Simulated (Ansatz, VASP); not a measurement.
# One calculation of Sb, two programs

```
CELL_PARAMETERS angstrom
3.06265 0.00000 0.00000
0.00000 3.06265 0.00000
0.00000 0.00000 3.06265
ATOMIC_POSITIONS crystal
Sb 0.00000 0.00000 0.00000
```

Change from the starting cell: volume scaled by 0.98, PAW files.

Alike in both runs: task electric field gradients; functional PBEsol; k mesh 12 × 12 × 12; occupations fermi-dirac, width 0.05 eV; no spin polarisation.

```csv
,VASP,Ansatz
version,VASP 6.6.1,Ansatz 0.2.0
potentials or method,"VASP PAW PBE potentials, release 64 (Sb)","PAW with Ansatz's default frozen-core files, scalar-relativistic"
plane-wave cutoff (eV),520,420
valence electrons in the cell,5,15
```

|  | VASP | Ansatz | Ansatz less VASP |
| --- | --- | --- | --- |
| pressure (GPa) | 0.1 | -0.1 | -0.12 |

VASP's potentials were made for PBE, not for PBEsol. VASP's potentials hold 5 valence electrons a cell and Ansatz's 15, so a difference there can come from the potentials and not from the codes.

Spin-orbit coupling is off throughout.
